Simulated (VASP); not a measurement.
A run of VASP 6.6.1:

File INCAR:

```
PREC = Accurate ; ENCUT = 520
EDIFF = 1E-6 ; ISMEAR = 0
SIGMA = 0.1 ; LREAL = F
LASPH = T ; NELM = 80
ALGO = Normal ; ISIF = 2
LWAVE = F ; LCHARG = F
GGA = PE ; NBANDS = 19
```

Contents of KPOINTS:

```
regular mesh
0
Gamma
  12 12 4
```

POSCAR

```
Zn
1.0
    2.4308374400      0.0000000000      0.0000000000
   -1.2154187200      2.1051669700      0.0000000000
    0.0000000000      0.0000000000      5.6145070500
Zn
2
Direct
    0.0000000000      0.0000000000      0.3058902400
    0.0000000000      0.0000000000      0.6941097600
```

Potentials or basis: VASP PAW PBE potentials, release 64 (Zn).

Command:

```console
$ cat potpaw_PBE.64/Zn/POTCAR > POTCAR
$ mpirun -np 1 vasp_std > vasp.out
```

Hardware: 1 thread of Intel Xeon 8259CL, on a shared host.

How long does it take, and how much memory?

Run time: 47 s on 1 thread of Intel Xeon 8259CL, with other jobs on the host, peak memory 0.15 GiB. Counts: scf iterations 11, k points 57.
